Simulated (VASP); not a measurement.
# GaAsSe3 (P-6m2) in VASP: notebook

The runs below take GaAsSe3 through single point, with PBE.

Program: VASP 6.6.1. These are calculated values, not measurements. Logs are shortened: lines on timing, memory, paths and dates and some standing lists are left out, and cuts for length are marked.

**1. The cell of the first run**

It takes space group P-6m2 (No. 187, hexagonal). Conventional cell: a = 4.768 Å, b = 4.768 Å, c = 5.886 Å, α = 90.00°, β = 90.00°, γ = 120.00°. Within 3.6 Å of Ga (site symmetry -6m2) lie 9 Se at 2.75 to 3.14 Å. Within 3.9 Å of As (site symmetry -6m2) lie 8 Se at 2.94 to 3.11 Å. Se (site symmetry 3m) has 5 Se at 2.88 to 3.14 Å and 3 As at 3.11 Å and 3 Ga at 3.14 Å within 3.8 Å. Within 3.6 Å of Se (site symmetry -6m2) lie 3 Ga at 2.75 Å and 2 As at 2.94 Å and 6 Se at 3.14 Å.

**2. Single point, PBE**

Input file INCAR:

```
SYSTEM = GaAsSe3
PREC = Accurate
ENCUT = 520
EDIFF = 1E-7
ISMEAR = 0
SIGMA = 0.1
LREAL = .FALSE.
LASPH = .TRUE.
NELM = 100
ALGO = Normal
ISIF = 2
LWAVE = .FALSE.
LCHARG = .TRUE.
GGA = PE
LELF = .TRUE.
LVHAR = .TRUE.
NBANDS = 26
```

Input file KPOINTS:

```
Automatic mesh
0
G
  6 6 4
  0 0 0
```

Input file POSCAR:

```
GaAsSe3
1.0
    4.7676125200      0.0000000000      0.0000000000
   -2.3838062600      4.1288735600      0.0000000000
    0.0000000000      0.0000000000      5.8858333500
Ga As Se
1 1 3
Direct
    0.3333333300      0.6666666700      0.5000000000
    0.6666666700      0.3333333300      0.0000000000
    0.0000000000      0.0000000000      0.7552470000
    0.0000000000      0.0000000000      0.2447530000
    0.6666666700      0.3333333300      0.5000000000
```

Potentials or basis: VASP PAW PBE potentials, release 64 (Ga_d, As, Se).

Command:

```console
> cat potpaw_PBE.64/Ga_d/POTCAR potpaw_PBE.64/As/POTCAR potpaw_PBE.64/Se/POTCAR > POTCAR
> mpirun -np 1 vasp_std > vasp.out
```

OUTCAR:

```text
SYSTEM = GaAsSe3
   PREC = Accurate
   ENCUT = 520
   EDIFF = 1E-7
   ISMEAR = 0
   LREAL = .FALSE.
   LASPH = .TRUE.
   NELM = 100
   ISIF = 2
   GGA = PE

 ion  position               nearest neighbor table
   1  0.333  0.667  0.500-   5 2.75   5 2.75   5 2.75
   2  0.667  0.333  0.000-
   3  0.000  0.000  0.755-
   4  0.000  0.000  0.245-
   5  0.667  0.333  0.500-   1 2.75   1 2.75   1 2.75

  LATTYP: Found a hexagonal cell.
 ALAT       =     4.7676125200
 C/A-ratio  =     1.2345452415

  Lattice vectors:

 A1 = (   4.7676125200,   0.0000000000,   0.0000000000)
 A2 = (  -2.3838062600,   4.1288735600,   0.0000000000)
 A3 = (   0.0000000000,   0.0000000000,   5.8858333500)

Analysis of symmetry for initial positions (statically):
=====================================================================
 Subroutine PRICEL returns:
 Original cell was already a primitive cell.

 Routine SETGRP: Setting up the symmetry group for a
 hexagonal supercell.

 Subroutine GETGRP returns: Found 12 space group operations
 (whereof 12 operations were pure point group operations)
 out of a pool of 24 trial point group operations.

The static configuration has the point symmetry D_3h.

Analysis of symmetry for dynamics (positions and initial velocities):
=====================================================================
 Subroutine PRICEL returns:
 Original cell was already a primitive cell.

 Routine SETGRP: Setting up the symmetry group for a
 hexagonal supercell.

 Subroutine GETGRP returns: Found 12 space group operations
 (whereof 12 operations were pure point group operations)
 out of a pool of 24 trial point group operations.

The dynamic configuration has the point symmetry D_3h.

 Subroutine INISYM returns: Found 12 space group operations
 (whereof 12 operations are pure point group operations),
 and found     1 'primitive' translations

----------------------------------------------------------------------------------------

                                     Primitive cell

  volume of cell :     115.8619

  direct lattice vectors                    reciprocal lattice vectors
     4.767612520  0.000000000  0.000000000     0.209748589  0.121098404  0.000000000
    -2.383806260  4.128873560  0.000000000     0.000000000  0.242196809  0.000000000
[... 86 lines left out ...]
   NELM   =    100;   NELMIN=  2; NELMDL= -5     # of ELM steps
   EDIFF  = 0.1E-06   stopping-criterion for ELM
   LREAL  =      F    real-space projection
   EDIFFG = 0.1E-05   stopping-criterion for IOM
   NSW    =      0    number of steps for IOM
   IBRION =     -1    ionic relax: 0-MD 1-quasi-New 2-CG
   NFREE  =      0    steps in history (QN), initial steepest desc. (CG)
   ISIF   =      2    stress and relaxation
   ISYM   =      2    0-nonsym 1-usesym 2-fastsym
   POTIM  = 0.5000    time-step for ionic-motion
   TEBEG  =    0.0;   TEEND  =   0.0 temperature during run
   PSTRESS=    0.0 pullay stress
   NELECT =      36.0000    total number of electrons
   NUPDOWN=      -1.0000    fix difference up-down
   EMIN   =  10.00;   EMAX   =-10.00  energy-range for DOS
   EFERMI =   0.00;   METHOD = LEGACY
   ISMEAR =     0;   SIGMA  =   0.10  broadening in eV -4-tet -1-fermi 0-gaus
   EFERMI_NEDOS =   21; number of points for ismear=-14 and -15
   IALGO  =     38    algorithm
   IMIX   =      4    mixing-type and parameters
     AMIX     =   0.40;   BMIX     =  1.00
     AMIX_MAG =   1.60;   BMIX_MAG =  1.00
  volume/ion in A,a.u.               =      23.17       156.37
  Fermi-wavevector in a.u.,A,eV,Ry     =   1.108823  2.095371 16.728201  1.229488
  Thomas-Fermi vector in A             =   2.245355
   LORBIT       =      0    0 simple, 1 ext, 2 COOP (PROOUT), +10 PAW based schemes
   GGA     = PE    functional components
   LHFCALC =     F    Hartree Fock is set to
   AEXX    =    0.0000 exact exchange contribution
   IVDW    =     0    specifies the selected vdW correction
   LEPSILON=     F    determine dielectric tensor
   LRPA    =     F    only Hartree local field effects (RPA)
 non-spin polarized calculation
 Gauss-broadening in eV      SIGMA  =   0.10
  energy-cutoff  :      520.00
  volume of cell :      115.86
 maximum number of plane-waves:      3147
 NGX is ok and might be reduce to    36
   NGX = 17   NGY = 17   NGZ = 21

 number of electron      35.9999994 magnetization

 Free energy of the ion-electron system (eV)
  ---------------------------------------------------
  ext. energy  EPLUGINS =         0.00000000
  ---------------------------------------------------
  free energy    TOTEN  =       -15.79889310 eV

  energy without entropy =      -15.77729493  energy(sigma->0) =      -15.78809402

 E-fermi :   4.2489     XC(G=0):  -9.7950

 val. band max:        4.2117537795   @ k =   0.3333   0.3333   0.0000
 cond. band min:       4.2605789344   @ k =   0.0000   0.0000   0.5000
 fundamental gap:      0.0488251549
 Fermi energy:         4.2488657685

 k-point     1 :       0.0000    0.0000    0.0000
  band No.  band energies     occupation
      1     -10.9431      2.00000
      2     -10.5202      2.00000
      3     -10.5202      2.00000
      4     -10.4969      2.00000
      5     -10.4969      2.00000
      6     -10.4475      2.00000
[... 598 lines left out ...]
     25      11.2229      0.00000
     26      11.5934      0.00000

------------------------ aborting loop because EDIFF is reached ----------------------------------------

  FORCE on cell =-STRESS in cart. coord.  units (eV):
  Direction    XX          YY          ZZ          XY          YZ          ZX
  --------------------------------------------------------------------------------------
  -------------------------------------------------------------------------------------
  Total       -1.4489009     -1.4489009      0.6038703      0.0000000      0.0000000      0.0000000
  in kB      -20.0358961    -20.0358962      8.3505245      0.0000000      0.0000000      0.0000000
  external PRESSURE =     -10.5737559 kB  Pullay stress =       0.0000000 kB

 VOLUME and BASIS-vectors are now :
 -----------------------------------------------------------------------------
  energy-cutoff  :      520.00
  volume of cell :      115.86
      direct lattice vectors                 reciprocal lattice vectors
     4.767612520  0.000000000  0.000000000     0.209748589  0.121098404  0.000000000
    -2.383806260  4.128873560  0.000000000     0.000000000  0.242196809  0.000000000
     0.000000000  0.000000000  5.885833350     0.000000000  0.000000000  0.169899476

 POSITION                                       TOTAL-FORCE (eV/Angst)
 -----------------------------------------------------------------------------------
     -0.00000      2.75258      2.94292         0.000000     -0.000000      0.000000
      2.38381      1.37629      0.00000         0.000000     -0.000000      0.000000
      0.00000      0.00000      4.44526         0.000000     -0.000000      0.585299
      0.00000      0.00000      1.44058         0.000000     -0.000000     -0.585299
      2.38381      1.37629      2.94292        -0.000000      0.000000      0.000000
 -----------------------------------------------------------------------------------
    total drift:                               -0.000001      0.000001      0.000000

  FREE ENERGIE OF THE ION-ELECTRON SYSTEM (eV)
  ---------------------------------------------------
  free  energy   TOTEN  =       -15.7988930989 eV

  energy  without entropy=      -15.7772949320  energy(sigma->0) =      -15.78809402
```

OSZICAR:

```text
N       E                     dE             d eps       ncg     rms          rms(c)
DAV:   1     0.260190730081E+03    0.26019E+03   -0.15352E+04  1106   0.153E+03
DAV:   2     0.180872869823E+02   -0.24210E+03   -0.23109E+03  1214   0.372E+02
DAV:   3    -0.147047103988E+02   -0.32792E+02   -0.31772E+02  1426   0.110E+02
DAV:   4    -0.160765614731E+02   -0.13719E+01   -0.13540E+01  1212   0.230E+01
DAV:   5    -0.161060164269E+02   -0.29455E-01   -0.29365E-01  1336   0.333E+00    0.594E+00
DAV:   6    -0.158642702825E+02    0.24175E+00   -0.16706E+00  1288   0.756E+00    0.360E+00
DAV:   7    -0.158037941435E+02    0.60476E-01   -0.32775E-01  1192   0.228E+00    0.230E+00
DAV:   8    -0.157986372074E+02    0.51569E-02   -0.39351E-02  1232   0.118E+00    0.165E-01
DAV:   9    -0.157986830919E+02   -0.45884E-04   -0.34238E-03  1262   0.373E-01    0.929E-02
DAV:  10    -0.157988298465E+02   -0.14675E-03   -0.29758E-04  1200   0.112E-01    0.375E-02
DAV:  11    -0.157988810942E+02   -0.51248E-04   -0.61396E-05  1188   0.498E-02    0.970E-03
DAV:  12    -0.157988898853E+02   -0.87911E-05   -0.99626E-06  1180   0.171E-02    0.488E-03
DAV:  13    -0.157988923966E+02   -0.25113E-05   -0.31195E-06  1190   0.770E-03    0.158E-03
DAV:  14    -0.157988929430E+02   -0.54640E-06   -0.71367E-07  1076   0.386E-03    0.845E-04
DAV:  15    -0.157988931028E+02   -0.15983E-06   -0.14815E-07   974   0.177E-03    0.232E-04
DAV:  16    -0.157988930989E+02    0.38822E-08   -0.57722E-09   650   0.464E-04
   1 F= -.15798893E+02 E0= -.15788094E+02  d E =-.215982E-01
```

stdout:

```text
POSCAR found type information on POSCAR GaAsSe
 POSCAR found :  3 types and       5 ions
 scaLAPACK will be used
 LDA part: xc-table for (Slater+PW92), standard interpolation
 POSCAR, INCAR and KPOINTS ok, starting setup
 FFT: planning ... GRIDC
 FFT: planning ... GRID_SOFT
 FFT: planning ... GRID
 WAVECAR not read
 entering main loop
```

Wall time 66 s (1 thread of Intel Xeon 6975P-C (Granite Rapids), shared host); peak memory 0.26 GiB.

What came out:

- Free energy: -15.7989 eV
- Pressure: -1.1 GPa
- Largest force: 0.585 eV/Å
- Band gap on the k mesh: zero (band 18 reaches 4.51 eV, above the bottom of band 19 at 3.81 eV)

Forces in eV/Å, atoms in the order of the input:
```
Ga   0.000  0.000  0.000
As   0.000  0.000  0.000
Se   0.000  0.000  0.585
Se   0.000  0.000 -0.585
Se   0.000  0.000  0.000
```

**3. Single point, PBE**

This run uses another cell than the first one, of 24.77 Å³/atom, 1.069 times its volume.

Input file INCAR:

```
SYSTEM = GaAsSe3
PREC = Accurate ; ENCUT = 520
EDIFF = 1E-7 ; ISMEAR = 0
SIGMA = 0.1 ; LREAL = .FALSE.
LASPH = .TRUE. ; NELM = 60
ALGO = Normal ; ISIF = 2
LWAVE = .FALSE. ; LCHARG = .FALSE.
GGA = PE ; NBANDS = 26
```

KPOINTS is that of step 2.

Input file POSCAR:

```
GaAsSe3
1.0
    4.1634514950      0.0000000000      0.0000000000
   -2.0817257475      3.6056547621      0.0000000000
    0.0000000000      0.0000000000      8.2512666045
Ga As Se
1 1 3
Direct
    0.3333333333      0.6666666667      0.5000000000
    0.6666666667      0.3333333333      0.0000000000
    0.0000000000      0.0000000000      0.8133853431
    0.0000000000      0.0000000000      0.1866146569
    0.6666666667      0.3333333333      0.5000000000
```

Potentials or basis: VASP PAW PBE potentials, release 64 (Ga_d, As, Se).

Command:

```console
> cat potpaw_PBE.64/Ga_d/POTCAR potpaw_PBE.64/As/POTCAR potpaw_PBE.64/Se/POTCAR > POTCAR
> mpirun -np 1 vasp_std > vasp.out
```

It took 48 s on 1 thread of Intel Xeon 6975P-C (Granite Rapids), shared host; peak memory 0.27 GiB.

Results (log left out):

```yaml
Free_energy: -17.3458 eV
Pressure: 0.0 GPa
Largest_force: 0.011 eV/Å
Band_gap_on_the_k_mesh: zero (band 18 reaches 3.88 eV, above the bottom of band 19 at 2.81 eV)
```

Forces on the atoms (eV/Å):
```
Ga   0.000  0.000  0.000
As   0.000  0.000  0.000
Se   0.000  0.000  0.011
Se   0.000  0.000 -0.011
Se   0.000  0.000  0.000
```

Levels at points of the mesh, in eV from the Fermi level:
| k point | band 15 | band 16 | band 17 | band 18 | band 19 | band 20 | band 21 | band 22 |
| --- | --- | --- | --- | --- | --- | --- | --- | --- |
| (0.00, 0.00, 0.00) | -2.52 | -1.51 | -1.11 | -0.79 | -0.79 | 0.72 | 0.72 | 1.95 |
| (0.50, 0.00, 0.00) | -2.02 | -1.65 | -1.36 | -0.49 | -0.08 | 0.76 | 1.68 | 2.42 |
| (0.00, 0.00, 0.50) | -2.54 | -1.06 | -0.87 | -0.87 | -0.80 | 0.85 | 0.85 | 1.17 |
| (0.50, 0.00, 0.50) | -3.01 | -1.66 | -1.37 | -1.08 | 1.27 | 1.88 | 1.97 | 2.16 |

**4. Single point, PBE**

This run uses another cell than the first one, of 24.84 Å³/atom, 1.072 times its volume.

Input file INCAR:

```
PREC     = Accurate       # precision mode
ENCUT    = 520            # plane-wave cutoff, eV
EDIFF    = 1E-7           # SCF threshold, eV
ISMEAR   = 0              # smearing method
SIGMA    = 0.1            # smearing width, eV
LREAL    = False          # projectors in reciprocal space
LASPH    = True           # aspherical terms in the spheres
NELM     = 60             # most SCF steps
ALGO     = Normal         # electronic algorithm
ISIF     = 2              # what is computed and relaxed
LWAVE    = False          # write WAVECAR
LCHARG   = False          # write CHGCAR
GGA      = PE             # functional
NBANDS   = 26             # bands
```

Input file KPOINTS:

```
Automatic mesh
0
Gamma
  12 12 6
```

Input file POSCAR:

```
GaAsSe3
1.0
    4.1708975314      0.0000000000      0.0000000000
   -2.0854487657      3.6121032187      0.0000000000
    0.0000000000      0.0000000000      8.2425852974
Ga As Se
1 1 3
Direct
    0.3333333333      0.6666666667      0.5000000000
    0.6666666667      0.3333333333      0.0000000000
    0.0000000000      0.0000000000      0.8143735241
    0.0000000000      0.0000000000      0.1856264759
    0.6666666667      0.3333333333      0.5000000000
```

Command:

```console
> cat potpaw_PBE.64/Ga_d/POTCAR potpaw_PBE.64/As/POTCAR potpaw_PBE.64/Se/POTCAR > POTCAR
> mpirun -np 1 vasp_std > vasp.out
```

It took 2.3 min on 1 thread of Intel Xeon 6975P-C (Granite Rapids), shared host; peak memory 0.4 GiB.

The run converged. Its results:

```yaml
Free_energy: -17.3450 eV
Pressure: 0.1 GPa
Band_gap_on_the_k_mesh: zero (band 18 reaches 3.88 eV, above the bottom of band 19 at 2.77 eV)
```

Stress tensor (GPa, compression positive):
```
0.08 0.00 0.00
0.00 0.08 0.00
0.00 0.00 0.00
```

Levels at points of the mesh, in eV from the Fermi level:
```tsv
k point	band 16	band 17	band 18	band 19	band 20	band 21
(0.00, 0.00, 0.00)	-1.56	-1.10	-0.81	-0.81	0.70	0.70
(0.50, 0.00, 0.00)	-1.68	-1.37	-0.48	-0.09	0.75	1.67
(0.00, 0.00, 0.50)	-1.06	-0.89	-0.89	-0.84	0.82	0.82
(0.50, 0.00, 0.50)	-1.69	-1.36	-1.09	1.27	1.87	1.96
```

**5. Summary**

```tsv
cell	k mesh	gap on the mesh (eV)	pressure (GPa)	largest force (eV/Å)
a = 4.768, b = 4.768, c = 5.886 Å, angles 90.0, 90.0, 120.0°, 5 atoms	6 × 6 × 4	none	-1.1	0.59
a = 4.163, b = 4.163, c = 8.251 Å, angles 90.0, 90.0, 120.0°, 5 atoms	6 × 6 × 4	none	0.0	0.01
a = 4.171, b = 4.171, c = 8.243 Å, angles 90.0, 90.0, 120.0°, 5 atoms	12 × 12 × 6	none	0.1	-
```

Alike in all rows: task single point; level PBE; potentials or basis VASP PAW PBE potentials, release 64 (Ga_d, As, Se); no spin polarisation; cutoff (eV) 520; smearing gaussian 0.1 eV.

Absolute energies hang on the potentials; compare differences alone.
